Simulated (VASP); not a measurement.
Input of a VASP 6.6.1 run:

File INCAR:

```
PREC = Accurate ; ENCUT = 500
EDIFF = 1E-6 ; ISMEAR = 0
SIGMA = 0.01 ; LREAL = False
LASPH = True ; NELM = 120
ALGO = Normal ; ISIF = 2
LWAVE = False ; LCHARG = False
GGA = PS ; NBANDS = 16
GGA_COMPAT = False
```

KPOINTS

```
regular mesh
0
Gamma
  8 8 8
```

POSCAR

```
CdS
1.0
    0.0000000000      2.8833750000      2.8833750000
    2.8833750000      0.0000000000      2.8833750000
    2.8833750000      2.8833750000      0.0000000000
Cd S
1 1
Direct
    0.0000000000      0.0000000000      0.0000000000
    0.2500000000      0.2500000000      0.2500000000
```

Potentials or basis: VASP PAW PBE potentials, release 64 (Cd, S).

Run with:

```sh
$ cat potpaw_PBE.64/Cd/POTCAR potpaw_PBE.64/S/POTCAR > POTCAR
$ mpirun -np 1 vasp_std > vasp.out
```

Problem. What does it give for the band gap on the k mesh?

Solution. 1.08 eV, direct.

Problem. Predict the pressure.

Solution. 2.4 GPa.

Caveat: the PAW data sets were made with another functional, which shifts forces and pressure a little. As with any semilocal functional, this PBEsol gap is likely too small.
